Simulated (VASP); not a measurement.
# Mg32O31 (a cell with a defect) in VASP: notebook, part 2 of 2

VASP 6.6.1. Earlier steps stand in the parts before.

**3. Single point, PBEsol, collinear spin**

Contents of INCAR:

```
SYSTEM = Mg32O31
PREC = Accurate
ENCUT = 520
EDIFF = 1E-6
ISMEAR = -1
SIGMA = 0.05
LREAL = Auto
LASPH = .True.
NELM = 150
ALGO = Normal
ISIF = 2
LWAVE = .False.
LCHARG = .False.
ISPIN = 2
MAGMOM = 0 0 0 0 0 0 0 0 0 0 0 0 0 0 0 0 0 0 0 0 0 0 0 0 0 0 0 0 0 0 0 0 0 0 0.167 0 0 0 0.167 0 0.167 0 0.167 0 0 0 0 0 0 0.167 0.167 0 0 0 0 0 0 0 0 0 0 0 0
LORBIT = 11
GGA = PS
NELECT = 251.0
NBANDS = 166
```

Contents of KPOINTS:

```
regular mesh
0
Gamma
  1 1 1
  0 0 0
```

Contents of POSCAR:

```
Mg32O31
1.0
    8.4288080000      0.0000000000      0.0000000000
    0.0000000000      8.4288080000      0.0000000000
    0.0000000000      0.0000000000      8.4288080000
O Mg
31 32
Direct
    0.2501310000      0.0001470000      0.0001070000
    0.2501140000      0.0001210000      0.5001320000
    0.2501260000      0.5001020000      0.0001140000
    0.7501050000      0.0001210000      0.0001320000
    0.7501180000      0.0001200000      0.5001160000
    0.7501050000      0.5001320000      0.0001300000
    0.7501190000      0.5001370000      0.5001160000
    0.0000790000      0.2500900000      0.9996650000
    0.9984540000      0.2485070000      0.5006280000
    0.0001450000      0.7500880000      0.0001400000
    0.9995750000      0.7506390000      0.5001280000
    0.5000750000      0.2501760000      0.0001140000
    0.5006520000      0.2495980000      0.5001170000
    0.5001590000      0.7501700000      0.0005800000
    0.5017690000      0.7517700000      0.4996370000
    0.0000620000      0.9996830000      0.2500840000
    0.0001250000      0.0001150000      0.7501050000
    0.9984700000      0.5006070000      0.2485000000
    0.9995800000      0.5001420000      0.7506740000
    0.5000910000      0.0001360000      0.2501640000
    0.5001650000      0.0005820000      0.7501740000
    0.5006420000      0.5001200000      0.2496170000
    0.5017680000      0.4996560000      0.7517600000
    0.2506010000      0.2484920000      0.2485100000
    0.2501290000      0.2496050000      0.7506300000
    0.2501160000      0.7506450000      0.2495970000
    0.2496350000      0.7517740000      0.7517660000
    0.7496520000      0.2500970000      0.2500860000
    0.7501050000      0.2501680000      0.7501030000
    0.7501220000      0.7500890000      0.2501640000
    0.7505670000      0.7501680000      0.7501690000
    0.0000960000      0.0000680000      0.0000700000
    0.9997430000      0.0000270000      0.5001360000
    0.9997370000      0.5001550000      0.0000580000
    0.9996100000      0.4994530000      0.4994160000
    0.5001430000      0.0002150000      0.0002050000
    0.5004910000      0.0002510000      0.5001280000
    0.5004880000      0.5001300000      0.0002070000
    0.5006300000      0.5008280000      0.5008450000
    0.2501260000      0.2497670000      0.0000420000
    0.2494330000      0.2495640000      0.4994430000
    0.2500780000      0.7504990000      0.0002440000
    0.2507960000      0.7506860000      0.5008520000
    0.7500680000      0.2501640000      0.0000920000
    0.7500040000      0.2497750000      0.5001660000
    0.7502010000      0.7501160000      0.0002120000
    0.7502190000      0.7505040000      0.5001290000
    0.2501440000      0.0000000000      0.2497700000
    0.2500980000      0.0002390000      0.7505200000
    0.2494530000      0.4994580000      0.2496100000
    0.2507720000      0.5008250000      0.7506290000
    0.7500110000      0.0000590000      0.2501570000
    0.7502090000      0.0002270000      0.7501260000
    0.7499990000      0.5001870000      0.2497890000
    0.7502380000      0.5000980000      0.7504990000
    0.0002960000      0.2503160000      0.2503480000
    0.0000240000      0.2500140000      0.7498960000
    0.0000290000      0.7499010000      0.2500530000
    0.0003340000      0.7502620000      0.7502320000
    0.4998960000      0.2500420000      0.2500360000
    0.5002190000      0.2503820000      0.7502310000
    0.5001990000      0.7502470000      0.2503810000
    0.4999460000      0.7499330000      0.7499630000
```

Potentials or basis: VASP PAW PBE potentials, release 64 (O, Mg).

Run with:

```console
> cat potpaw_PBE.64/O/POTCAR potpaw_PBE.64/Mg/POTCAR > POTCAR
> mpirun -np 1 vasp_gam > vasp.out
```

Wall time 4.5 min (1 thread of Intel Xeon Platinum 8375C at 2.90GHz (Ice Lake), shared host); peak memory 0.75 GiB.

It converged, with:

```yaml
Free_energy: -380.1158 eV
Largest_force: 0.313 eV/Å
Net_moment: 0.00 μB per cell
Valence_electrons_inside_the_program's_atomic_spheres: O 5.08; Mg 0.42, 0.41 (each value once)
```

Forces on the atoms (eV/Å):
```
O   -0.003 -0.003  0.002
O   -0.002 -0.001 -0.001
O   -0.002  0.002  0.000
O    0.000  0.000 -0.001
O   -0.001  0.000  0.001
O    0.000 -0.001  0.000
O   -0.001 -0.002  0.001
O    0.045  0.045  0.054
O    0.203  0.199 -0.088
O    0.042 -0.042 -0.001
O    0.131 -0.124  0.002
O   -0.042  0.041  0.001
O   -0.128  0.130  0.003
O   -0.046 -0.045 -0.044
O   -0.203 -0.201  0.090
O    0.047  0.052  0.047
O    0.043  0.001 -0.045
O    0.202 -0.086  0.201
O    0.131  0.001 -0.128
O   -0.045 -0.002  0.042
O   -0.045 -0.044 -0.046
O   -0.127  0.004  0.129
O   -0.203  0.088 -0.202
O   -0.088  0.200  0.201
O    0.000  0.129 -0.126
O    0.001 -0.125  0.131
O    0.087 -0.201 -0.201
O    0.053  0.046  0.047
O    0.000  0.041 -0.044
O   -0.002 -0.042  0.042
O   -0.044 -0.045 -0.045
Mg  -0.069  0.006  0.007
Mg   0.026 -0.043 -0.005
Mg   0.028 -0.006 -0.045
Mg  -0.292  0.079  0.083
Mg   0.068 -0.007 -0.008
Mg  -0.027  0.041  0.005
Mg  -0.028  0.004  0.045
Mg   0.291 -0.080 -0.082
Mg  -0.004  0.027 -0.044
Mg   0.080 -0.287  0.080
Mg   0.007 -0.028  0.041
Mg  -0.079  0.288 -0.081
Mg   0.004 -0.072  0.005
Mg  -0.043  0.027 -0.007
Mg  -0.008  0.071 -0.007
Mg   0.042 -0.028  0.004
Mg  -0.006 -0.040  0.025
Mg   0.007  0.042 -0.028
Mg   0.079  0.078 -0.291
Mg  -0.079 -0.080  0.292
Mg   0.009  0.006 -0.072
Mg  -0.010 -0.009  0.071
Mg  -0.043 -0.008  0.026
Mg   0.043  0.007 -0.028
Mg  -0.112 -0.112 -0.115
Mg  -0.033 -0.030  0.087
Mg  -0.035  0.086 -0.034
Mg  -0.086  0.029  0.033
Mg   0.085 -0.033 -0.034
Mg   0.032 -0.088  0.034
Mg   0.035  0.031 -0.088
Mg   0.112  0.114  0.111
```

Levels at points of the mesh, in eV from the Fermi level:
Spin up:
```csv
k point,band 121,band 122,band 123,band 124,band 125,band 126,band 127,band 128,band 129,band 130
"(0.00, 0.00, 0.00)",-5.70,-5.14,-5.14,-5.13,-3.05,0.00,1.33,1.44,1.44,2.60
```
Spin down:
| k point | band 124 | band 125 | band 126 | band 127 | band 128 | band 129 |
| --- | --- | --- | --- | --- | --- | --- |
| (0.00, 0.00, 0.00) | -5.13 | -3.05 | 0.00 | 1.33 | 1.44 | 1.44 |

Caveat: the k points lie up to 0.75 Å⁻¹ apart; the cell carries a net charge on a neutralising background, which shifts energy and pressure; the cell is charged against a uniform background, so pressure and absolute levels hang on convention; the PAW data sets were made with another functional, which shifts forces and pressure a little.
